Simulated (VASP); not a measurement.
A run of VASP 6.6.1 is set up as follows.

INCAR

```
ALGO = Normal
EDIFF = 1E-6
ENCUT = 520
GGA = PE
ISIF = 2
ISMEAR = 0
LASPH = True
LCHARG = False
LREAL = False
LWAVE = False
NBANDS = 26
NELM = 60
PREC = Accurate
SIGMA = 0.02
```

Contents of KPOINTS:

```
k-points
0
Gamma
  1 1 1
```

POSCAR

```
GaP
1.0
    1.9430151755      1.1218003346      6.4308101003
   -1.9430151755      1.1218003346      6.4308101003
    0.0000000000     -2.2436006692      6.4308101003
Ga P
2 2
Direct
    0.4353720000      0.4353720000      0.4353720000
    0.5646280000      0.5646280000      0.5646280000
    0.0573890000      0.0573890000      0.0573890000
    0.9426110000      0.9426110000      0.9426110000
```

Potentials or basis: VASP PAW PBE potentials, release 64 (Ga_d, P).

The run is started by

```bash
$ cat potpaw_PBE.64/Ga_d/POTCAR potpaw_PBE.64/P/POTCAR > POTCAR
$ mpirun -np 1 vasp_gam > vasp.out
```

Question: Estimate the band gap on the k mesh.

Answer: 0.82 eV.

Question: Predict the largest force.

Answer: 3.245 eV/Å.

Question: Predict the pressure.

Answer: 25.0 GPa.

Stress tensor (GPa, compression positive):
```
33.60  0.00  0.00
 0.00 33.60  0.00
 0.00  0.00  7.78
```

Caveat: the k points lie up to 1.90 Å⁻¹ apart; forces of over 1 eV/Å act on the atoms, so gaps and moduli don't describe the material at rest. A k mesh can miss the band edges.
